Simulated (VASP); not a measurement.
# PbS (Galena) (Fm-3m) in VASP: a series of runs

The runs below take PbS (Galena) through single point, with LDA, r2SCAN+rVV10.

Everything below comes from runs of VASP 6.6.1. Logs are shortened: lines on timing, memory, paths and dates and some standing lists are left out, and cuts for length are marked.

**1. The cell of the first run**

The structure is cubic, space group Fm-3m (No. 225). Conventional cell: a = 6.048 Å, b = 6.048 Å, c = 6.048 Å, α = 90.00°, β = 90.00°, γ = 90.00°. Within 4.0 Å of Pb (site symmetry m-3m) lie 6 S at 3.02 Å. S (site symmetry m-3m) has 6 Pb at 3.02 Å within 4.0 Å.

**2. Single point, LDA**

INCAR reads:

```
SYSTEM = PbS
  ALGO = Normal
  EDIFF = 1E-6
  ENCUT = 520
  GGA = CA
  ISIF = 2
  ISMEAR = -1
  LASPH = .TRUE.
  LCHARG = .FALSE.
  LREAL = .FALSE.
  LWAVE = .FALSE.
  NBANDS = 17
  NELM = 60
  PREC = Accurate
  SIGMA = 0.05
```

KPOINTS reads:

```
k-points
0
G
  8 8 8
  0 0 0
```

POSCAR reads:

```
PbS
1.0
    0.0000000000      3.0239167281      3.0239167281
    3.0239167281      0.0000000000      3.0239167281
    3.0239167281      3.0239167281      0.0000000000
Pb S
1 1
Direct
    0.0000000000      0.0000000000      0.0000000000
    0.5000000000      0.5000000000      0.5000000000
```

Potentials or basis: VASP PAW LDA potentials, release 64 (Pb_d, S).

The run is started by

```
$ cat potpaw_LDA.64/Pb_d/POTCAR potpaw_LDA.64/S/POTCAR > POTCAR
$ mpirun -np 1 vasp_std > vasp.out
```

OUTCAR:

```text
SYSTEM = PbS
   EDIFF = 1E-6
   ENCUT = 520
   GGA = CA
   ISIF = 2
   ISMEAR = -1
   LASPH = .TRUE.
   LREAL = .FALSE.
   NELM = 60
   PREC = Accurate

 ion  position               nearest neighbor table
   1  0.000  0.000  0.000-   2 3.02   2 3.02   2 3.02   2 3.02   2 3.02   2 3.02
   2  0.500  0.500  0.500-   1 3.02   1 3.02   1 3.02   1 3.02   1 3.02   1 3.02

  LATTYP: Found a face centered cubic cell.
 ALAT       =     6.0478334562

  Lattice vectors:

 A1 = (   0.0000000000,   3.0239167281,   3.0239167281)
 A2 = (   3.0239167281,   0.0000000000,   3.0239167281)
 A3 = (   3.0239167281,   3.0239167281,   0.0000000000)

Analysis of symmetry for initial positions (statically):
=====================================================================
 Subroutine PRICEL returns:
 Original cell was already a primitive cell.

 Routine SETGRP: Setting up the symmetry group for a
 face centered cubic supercell.

 Subroutine GETGRP returns: Found 48 space group operations
[... 9 lines left out ...]

 Routine SETGRP: Setting up the symmetry group for a
 face centered cubic supercell.

 Subroutine GETGRP returns: Found 48 space group operations
[... 11 lines left out ...]
                                     Primitive cell

  volume of cell :      55.3018

  direct lattice vectors                    reciprocal lattice vectors
     0.000000000  3.023916728  3.023916728    -0.165348469  0.165348469  0.165348469
     3.023916728  0.000000000  3.023916728     0.165348469 -0.165348469  0.165348469
     3.023916728  3.023916728  0.000000000     0.165348469  0.165348469 -0.165348469

  length of vectors
     4.276464048  4.276464048  4.276464048     0.286391948  0.286391948  0.286391948

  position of ions in fractional coordinates (direct lattice)
     0.000000000  0.000000000  0.000000000
     0.500000000  0.500000000  0.500000000

  ion indices of the primitive-cell ions
   primitive index   ion index
                 1           1
                 2           2

----------------------------------------------------------------------------------------

 KPOINTS: k-points

Automatic generation of k-mesh.
 Grid dimensions read from file:
 generate k-points for:    8    8    8

 Generating k-lattice:

  Cartesian coordinates                     Fractional coordinates (reciprocal lattice)
    -0.020668559  0.020668559  0.020668559     0.125000000  0.000000000  0.000000000
     0.020668559 -0.020668559  0.020668559     0.000000000  0.125000000  0.000000000
[... 53 lines left out ...]
   LNONCOLLINEAR =      F non collinear calculations
   LSORBIT =      F    spin-orbit coupling
   LASPH  =      T    aspherical Exc in radial PAW
   ENCUT  =  520.0 eV  38.22 Ry    6.18 a.u.   7.95  7.95  7.95*2*pi/ulx,y,z
   NELM   =     60;   NELMIN=  2; NELMDL= -5     # of ELM steps
   EDIFF  = 0.1E-05   stopping-criterion for ELM
   LREAL  =      F    real-space projection
   EDIFFG = 0.1E-04   stopping-criterion for IOM
   NSW    =      0    number of steps for IOM
   IBRION =     -1    ionic relax: 0-MD 1-quasi-New 2-CG
   NFREE  =      0    steps in history (QN), initial steepest desc. (CG)
   ISIF   =      2    stress and relaxation
   ISYM   =      2    0-nonsym 1-usesym 2-fastsym
   POTIM  = 0.5000    time-step for ionic-motion
   TEBEG  =    0.0;   TEEND  =   0.0 temperature during run
   PSTRESS=    0.0 pullay stress
   NELECT =      20.0000    total number of electrons
   NUPDOWN=      -1.0000    fix difference up-down
   EMIN   =  10.00;   EMAX   =-10.00  energy-range for DOS
   EFERMI =   0.00;   METHOD = LEGACY
   ISMEAR =    -1;   SIGMA  =   0.05  broadening in eV -4-tet -1-fermi 0-gaus
   EFERMI_NEDOS =   21; number of points for ismear=-14 and -15
   IALGO  =     38    algorithm
   IMIX   =      4    mixing-type and parameters
     AMIX     =   0.40;   BMIX     =  1.00
     AMIX_MAG =   1.60;   BMIX_MAG =  1.00
  volume/ion in A,a.u.               =      27.65       186.60
  Fermi-wavevector in a.u.,A,eV,Ry     =   1.166375  2.204130 18.509794  1.360431
  Thomas-Fermi vector in A             =   2.302889
   LORBIT       =      0    0 simple, 1 ext, 2 COOP (PROOUT), +10 PAW based schemes
   GGA     = CA    functional components
   LHFCALC =     F    Hartree Fock is set to
   AEXX    =    0.0000 exact exchange contribution
   IVDW    =     0    specifies the selected vdW correction
   LEPSILON=     F    determine dielectric tensor
   LRPA    =     F    only Hartree local field effects (RPA)
 non-spin polarized calculation
  energy-cutoff  :      520.00
  volume of cell :       55.30
 maximum number of plane-waves:      1524
   NGX = 15   NGY = 15   NGZ = 15

 number of electron      20.0000006 magnetization

 Free energy of the ion-electron system (eV)
  ---------------------------------------------------
  ext. energy  EPLUGINS =         0.00000000
  ---------------------------------------------------
  free energy    TOTEN  =        -9.90555658 eV

  energy without entropy =       -9.90541415  energy(sigma->0) =       -9.90548537

 E-fermi :   4.9925     XC(G=0):  -9.7660

 val. band max:        4.7931673880   @ k =   0.5000   0.0000   0.0000
 cond. band min:       5.1918279629   @ k =   0.5000   0.0000   0.0000
 fundamental gap:      0.3986605750
 Fermi energy:         4.9925161977

 k-point     1 :       0.0000    0.0000    0.0000
  band No.  band energies     occupation
      1     -11.8399      2.00000
      2     -11.8399      2.00000
      3     -11.8399      2.00000
      4     -11.8292      2.00000
      5     -11.8292      2.00000
      6      -8.2169      2.00000
[... 457 lines left out ...]
      4     -11.8157      2.00000
      5     -11.7990      2.00000
      6      -6.8812      2.00000
[... 9 lines left out ...]
     16      15.7205      0.00000
     17      15.8140      0.00000

 [... further k-points ...]

------------------------ aborting loop because EDIFF is reached ----------------------------------------

  FORCE on cell =-STRESS in cart. coord.  units (eV):
  Direction    XX          YY          ZZ          XY          YZ          ZX
  --------------------------------------------------------------------------------------
  -------------------------------------------------------------------------------------
  Total       -1.8293759     -1.8293759     -1.8293759      0.0000000      0.0000000     -0.0000000
  in kB      -52.9997781    -52.9997781    -52.9997781      0.0000000      0.0000000     -0.0000000
  external PRESSURE =     -52.9997781 kB  Pullay stress =       0.0000000 kB

 VOLUME and BASIS-vectors are now :
 -----------------------------------------------------------------------------
  energy-cutoff  :      520.00
  volume of cell :       55.30
      direct lattice vectors                 reciprocal lattice vectors
     0.000000000  3.023916728  3.023916728    -0.165348469  0.165348469  0.165348469
     3.023916728  0.000000000  3.023916728     0.165348469 -0.165348469  0.165348469
     3.023916728  3.023916728  0.000000000     0.165348469  0.165348469 -0.165348469

 POSITION                                       TOTAL-FORCE (eV/Angst)
 -----------------------------------------------------------------------------------
      0.00000      0.00000      0.00000         0.000000     -0.000000      0.000000
      3.02392      3.02392      3.02392        -0.000000      0.000000     -0.000000
 -----------------------------------------------------------------------------------
    total drift:                                0.000000     -0.000000     -0.000000

  FREE ENERGIE OF THE ION-ELECTRON SYSTEM (eV)
  ---------------------------------------------------
  free  energy   TOTEN  =        -9.9055565843 eV

  energy  without entropy=       -9.9054141549  energy(sigma->0) =       -9.90548537
```

OSZICAR:

```text
N       E                     dE             d eps       ncg     rms          rms(c)
DAV:   1     0.162688640687E+03    0.16269E+03   -0.97055E+03  1002   0.122E+03
DAV:   2     0.326622147462E+01   -0.15942E+03   -0.15305E+03  1038   0.321E+02
DAV:   3    -0.100396520776E+02   -0.13306E+02   -0.13196E+02  1293   0.958E+01
DAV:   4    -0.103960495762E+02   -0.35640E+00   -0.35597E+00  1232   0.173E+01
DAV:   5    -0.104079108765E+02   -0.11861E-01   -0.11860E-01  1502   0.308E+00    0.409E+00
DAV:   6    -0.991682560259E+01    0.49109E+00   -0.15272E+00  1507   0.780E+00    0.284E+00
DAV:   7    -0.991039179611E+01    0.64338E-02   -0.10949E-01  1142   0.162E+00    0.164E+00
DAV:   8    -0.990606636931E+01    0.43254E-02   -0.14867E-02  1237   0.110E+00    0.336E-01
DAV:   9    -0.990552965383E+01    0.53672E-03   -0.33467E-03  1348   0.401E-01    0.945E-02
DAV:  10    -0.990556405058E+01   -0.34397E-04   -0.19474E-04  1168   0.767E-02    0.858E-02
DAV:  11    -0.990555672692E+01    0.73237E-05   -0.21038E-05  1287   0.437E-02    0.480E-03
DAV:  12    -0.990555658429E+01    0.14263E-06   -0.98962E-07   826   0.135E-02
   1 F= -.99055566E+01 E0= -.99054854E+01  d E =-.142429E-03
```

stdout:

```text
POSCAR found type information on POSCAR PbS
 POSCAR found :  2 types and       2 ions
 scaLAPACK will be used
 LDA part: xc-table for (Slater(with rela. corr.)+CA(PZ))
 , standard interpolation
 POSCAR, INCAR and KPOINTS ok, starting setup
 FFT: planning ... GRIDC
 FFT: planning ... GRID_SOFT
 FFT: planning ... GRID
 WAVECAR not read
 entering main loop
```

Run time: 8 s. Hardware: 1 thread of Intel Xeon 6975P-C (Granite Rapids), shared host; peak memory 0.16 GiB.

What came out:

```
Free energy            : -9.9056 eV
Pressure               : -5.3 GPa
Band gap on the k mesh : 0.40 eV, direct
```

Caveat: spin-orbit coupling is left out, which moves the levels of the heavy elements. A k mesh can miss the band edges.

**3. Single point, r2SCAN+rVV10**

This run uses another cell than the first one, of 24.52 Å³/atom, 0.887 times its volume.

POSCAR reads:

```
PbS
1.0
    0.0000000000      2.9052075019      2.9052075019
    2.9052075019      0.0000000000      2.9052075019
    2.9052075019      2.9052075019      0.0000000000
Pb S
1 1
Direct
    0.0000000000      0.0000000000      0.0000000000
    0.5000000000      0.5000000000      0.5000000000
```

INCAR.step1 reads:

```
ALGO = Normal
EDIFF = 1E-4
ENCUT = 520
GGA = PE
ISMEAR = -1
LASPH = True
LCHARG = False
LREAL = False
LWAVE = True
NBANDS = 17
NELM = 60
PREC = Accurate
SIGMA = 0.05
```

INCAR.step2 reads:

```
ALGO = Normal
BPARAM = 11.95
CPARAM = 0.0093
EDIFF = 1E-6
ENCUT = 520
ISIF = 2
ISMEAR = -1
ISTART = 1
IVDW_NL = 2
LASPH = True
LCHARG = False
LMIXTAU = True
LREAL = False
LUSE_VDW = True
LWAVE = False
METAGGA = R2SCAN
NBANDS = 17
NELM = 60
PREC = Accurate
SIGMA = 0.05
```

KPOINTS reads:

```
k-points
0
Gamma
  8 8 8
```

Potentials or basis: VASP PAW PBE potentials, release 64 (Pb_d, S).

The run is started by

```
$ cat potpaw_PBE.64/Pb_d/POTCAR potpaw_PBE.64/S/POTCAR > POTCAR
$ cp INCAR.step1 INCAR
$ mpirun -np 1 vasp_std > vasp.out
$ cp INCAR.step2 INCAR
$ mpirun -np 1 vasp_std > vasp.out
```

It took 62 s on 1 thread of Intel Xeon 6975P-C (Granite Rapids), shared host; peak memory 0.32 GiB.

Results (log left out):

```yaml
Free_energy: -65.0557 eV
Pressure: 4.8 GPa
Band_gap_on_the_k_mesh: 0.31 eV, direct
```

Levels at points of the mesh, in eV from the valence-band top:
| k point | band 8 | band 9 | band 10 | band 11 | band 12 | band 13 |
| --- | --- | --- | --- | --- | --- | --- |
| (0.00, 0.00, 0.00) | -2.78 | -2.78 | -2.78 | 5.63 | 5.63 | 5.63 |
| (0.50, 0.00, 0.00) | -2.32 | -2.32 | 0.00 | 0.31 | 1.90 | 1.90 |
| (0.50, 0.50, 0.00) | -6.09 | -4.18 | -4.18 | 3.69 | 6.11 | 6.23 |

Caveat: the PAW data sets were made with another functional, which shifts forces and pressure a little; spin-orbit coupling is left out, which moves the levels of the heavy elements. A k mesh can miss the band edges.

**4. Single point, r2SCAN+rVV10**

This run uses another cell than the first one, of 25.04 Å³/atom, 0.906 times its volume.

POSCAR reads:

```
PbS
1.0
    0.0000000000      2.9256673838      2.9256673838
    2.9256673838      0.0000000000      2.9256673838
    2.9256673838      2.9256673838      0.0000000000
Pb S
1 1
Direct
    0.0000000000      0.0000000000      0.0000000000
    0.5000000000      0.5000000000      0.5000000000
```

INCAR.step1 reads:

```
PREC     = Accurate       # precision mode
ENCUT    = 520            # plane-wave cutoff, eV
ISMEAR   = -1             # smearing method
SIGMA    = 0.05           # smearing width, eV
LREAL    = F              # projectors in reciprocal space
LASPH    = T              # aspherical terms in the spheres
NELM     = 100            # most SCF steps
NBANDS   = 17             # bands
GGA      = PE             # functional
ALGO     = Normal         # electronic algorithm
EDIFF    = 1E-4           # SCF threshold, eV
LWAVE    = T              # write WAVECAR
LCHARG   = F              # write CHGCAR
```

INCAR.step2 reads:

```
PREC     = Accurate       # precision mode
ENCUT    = 520            # plane-wave cutoff, eV
EDIFF    = 1E-6           # SCF threshold, eV
ISMEAR   = -1             # smearing method
SIGMA    = 0.05           # smearing width, eV
LREAL    = F              # projectors in reciprocal space
LASPH    = T              # aspherical terms in the spheres
NELM     = 100            # most SCF steps
ALGO     = Normal         # electronic algorithm
ISIF     = 2              # what is computed and relaxed
LWAVE    = F              # write WAVECAR
LCHARG   = F              # write CHGCAR
METAGGA  = R2SCAN         # meta-GGA
LMIXTAU  = T            
LUSE_VDW = T            
IVDW_NL  = 2            
BPARAM   = 11.95        
CPARAM   = 0.0093       
NBANDS   = 17             # bands
ISTART   = 1
```

KPOINTS reads:

```
regular mesh
0
Gamma
  8 8 8
```

The run is started by

```
$ cat potpaw_PBE.64/Pb_d/POTCAR potpaw_PBE.64/S/POTCAR > POTCAR
$ cp INCAR.step1 INCAR
$ mpirun -np 1 vasp_std > vasp.out
$ cp INCAR.step2 INCAR
$ mpirun -np 1 vasp_std > vasp.out
```

Wall time 61 s (1 thread of Intel Xeon 6975P-C (Granite Rapids), shared host); peak memory 0.32 GiB.

The run converged. Its results:

| Quantity | Value |
| --- | --- |
| Free energy | -65.0821 eV |
| Pressure | 3.2 GPa |
| Band gap on the k mesh | 0.41 eV, direct |

Levels at points of the mesh, in eV from the valence-band top:
| k point | band 8 | band 9 | band 10 | band 11 | band 12 | band 13 |
| --- | --- | --- | --- | --- | --- | --- |
| (0.00, 0.00, 0.00) | -2.63 | -2.63 | -2.63 | 5.60 | 5.60 | 5.60 |
| (0.50, 0.00, 0.00) | -2.19 | -2.19 | 0.00 | 0.41 | 1.99 | 1.99 |
| (0.50, 0.50, 0.00) | -5.86 | -3.99 | -3.99 | 3.83 | 6.07 | 6.18 |

Caveat: the PAW data sets were made with another functional, which shifts forces and pressure a little; spin-orbit coupling is left out, which moves the levels of the heavy elements. A k mesh can miss the band edges.

**5. Single point, r2SCAN+rVV10**

This run uses another cell than the first one, of 25.56 Å³/atom, 0.925 times its volume.

POSCAR reads:

```
PbS
1.0
    0.0000000000      2.9458450378      2.9458450378
    2.9458450378      0.0000000000      2.9458450378
    2.9458450378      2.9458450378      0.0000000000
Pb S
1 1
Direct
    0.0000000000      0.0000000000      0.0000000000
    0.5000000000      0.5000000000      0.5000000000
```

INCAR.step1 reads:

```
PREC = Accurate ; ENCUT = 520
ISMEAR = -1 ; SIGMA = 0.05
LREAL = False ; LASPH = True
NELM = 60 ; NBANDS = 17
GGA = PE ; ALGO = Normal
EDIFF = 1E-4 ; LWAVE = True
LCHARG = False
```

INCAR.step2 reads:

```
PREC = Accurate ; ENCUT = 520
EDIFF = 1E-6 ; ISMEAR = -1
SIGMA = 0.05 ; LREAL = False
LASPH = True ; NELM = 60
ALGO = Normal ; ISIF = 2
LWAVE = False ; LCHARG = True
METAGGA = R2SCAN ; LMIXTAU = True
LUSE_VDW = True ; IVDW_NL = 2
BPARAM = 11.95 ; CPARAM = 0.0093
LELF = True ; LVHAR = True
NBANDS = 17 ; ISTART = 1
```

KPOINTS reads:

```
Automatic mesh
0
Gamma
  8 8 8
```

The run is started by

```
$ cat potpaw_PBE.64/Pb_d/POTCAR potpaw_PBE.64/S/POTCAR > POTCAR
$ cp INCAR.step1 INCAR
$ mpirun -np 1 vasp_std > vasp.out
$ cp INCAR.step2 INCAR
$ mpirun -np 1 vasp_std > vasp.out
```

Run time: 55 s. Hardware: 1 thread of Intel Xeon 6975P-C (Granite Rapids), shared host; peak memory 0.32 GiB.

Results (log left out):

```
Free energy            : -65.0986 eV
Pressure               : 1.7 GPa
Band gap on the k mesh : 0.49 eV, direct
```

Levels at points of the mesh, in eV from the valence-band top:
```
           k point  band 6  band 7  band 8  band 9  band 10  band 11  band 12  band 13  band 14  band 15
(0.00, 0.00, 0.00)  -14.46   -6.10   -2.48   -2.48    -2.48     5.57     5.57     5.57     7.00     7.00
(0.50, 0.00, 0.00)  -13.15   -9.28   -2.06   -2.06     0.00     0.49     2.08     2.08     9.08    10.52
(0.50, 0.50, 0.00)  -12.64   -7.43   -5.63   -3.81    -3.81     3.95     6.02     6.13     6.13    11.67
```

Caveat: the PAW data sets were made with another functional, which shifts forces and pressure a little; spin-orbit coupling is left out, which moves the levels of the heavy elements. A k mesh can miss the band edges.

**6. Single point, r2SCAN+rVV10**

This run uses another cell than the first one, of 26.09 Å³/atom, 0.943 times its volume.

POSCAR reads:

```
PbS
1.0
    0.0000000000      2.9657500000      2.9657500000
    2.9657500000      0.0000000000      2.9657500000
    2.9657500000      2.9657500000      0.0000000000
Pb S
1 1
Direct
    0.0000000000      0.0000000000      0.0000000000
    0.5000000000      0.5000000000      0.5000000000
```

INCAR.step1 reads:

```
PREC = Accurate
ENCUT = 520
ISMEAR = -1
SIGMA = 0.05
LREAL = False
LASPH = True
NELM = 80
NBANDS = 17
GGA = PE
ALGO = Normal
EDIFF = 1E-4
LWAVE = True
LCHARG = False
```

INCAR.step2 reads:

```
PREC = Accurate
ENCUT = 520
EDIFF = 1E-6
ISMEAR = -1
SIGMA = 0.05
LREAL = False
LASPH = True
NELM = 80
ALGO = Normal
ISIF = 2
LWAVE = False
LCHARG = False
METAGGA = R2SCAN
LMIXTAU = True
LUSE_VDW = True
IVDW_NL = 2
BPARAM = 11.95
CPARAM = 0.0093
NBANDS = 17
ISTART = 1
```

KPOINTS is that of step 5.

Potentials or basis: VASP PAW PBE potentials, release 64 (Pb_d, S).

The run is started by

```
$ cat potpaw_PBE.64/Pb_d/POTCAR potpaw_PBE.64/S/POTCAR > POTCAR
$ cp INCAR.step1 INCAR
$ mpirun -np 1 vasp_std > vasp.out
$ cp INCAR.step2 INCAR
$ mpirun -np 1 vasp_std > vasp.out
```

It took 54 s on 1 thread of Intel Xeon 6975P-C (Granite Rapids), shared host; peak memory 0.32 GiB.

Results (log left out):

```
Free energy            : -65.1060 eV
Pressure               : 0.4 GPa
Band gap on the k mesh : 0.58 eV, direct
```

Levels at points of the mesh, in eV from the valence-band top:
```csv
k point,band 6,band 7,band 8,band 9,band 10,band 11,band 12,band 13,band 14,band 15
"(0.00, 0.00, 0.00)",-14.23,-6.11,-2.35,-2.35,-2.35,5.54,5.54,5.54,7.08,7.08
"(0.50, 0.00, 0.00)",-12.98,-9.13,-1.94,-1.94,0.00,0.58,2.16,2.16,9.08,10.59
"(0.50, 0.50, 0.00)",-12.51,-7.36,-5.42,-3.64,-3.64,4.07,5.98,6.07,6.07,11.68
```

Caveat: the PAW data sets were made with another functional, which shifts forces and pressure a little; spin-orbit coupling is left out, which moves the levels of the heavy elements. A k mesh can miss the band edges.

**7. Overview**

```tsv
level	potentials or basis	cell	gap on the mesh (eV)	pressure (GPa)
LDA	VASP PAW LDA potentials, release 64 (Pb_d, S)	a = 4.276 Å, angles 60.0°, 2 atoms	0.40	-5.3
r2SCAN+rVV10	VASP PAW PBE potentials, release 64 (Pb_d, S)	a = 4.109 Å, angles 60.0°, 2 atoms	0.31	4.8
r2SCAN+rVV10	VASP PAW PBE potentials, release 64 (Pb_d, S)	a = 4.138 Å, angles 60.0°, 2 atoms	0.41	3.2
r2SCAN+rVV10	VASP PAW PBE potentials, release 64 (Pb_d, S)	a = 4.166 Å, angles 60.0°, 2 atoms	0.49	1.7
r2SCAN+rVV10	VASP PAW PBE potentials, release 64 (Pb_d, S)	a = 4.194 Å, angles 60.0°, 2 atoms	0.58	0.4
```

Alike in all rows: task single point; no spin polarisation; k mesh 8 × 8 × 8; cutoff (eV) 520; smearing fermi-dirac 0.05 eV.

Caveats: spin-orbit coupling is left out, which moves the levels of the heavy elements; the PAW data sets were made with another functional, which shifts forces and pressure a little (some runs).

Absolute energies hang on the potentials; compare differences alone.
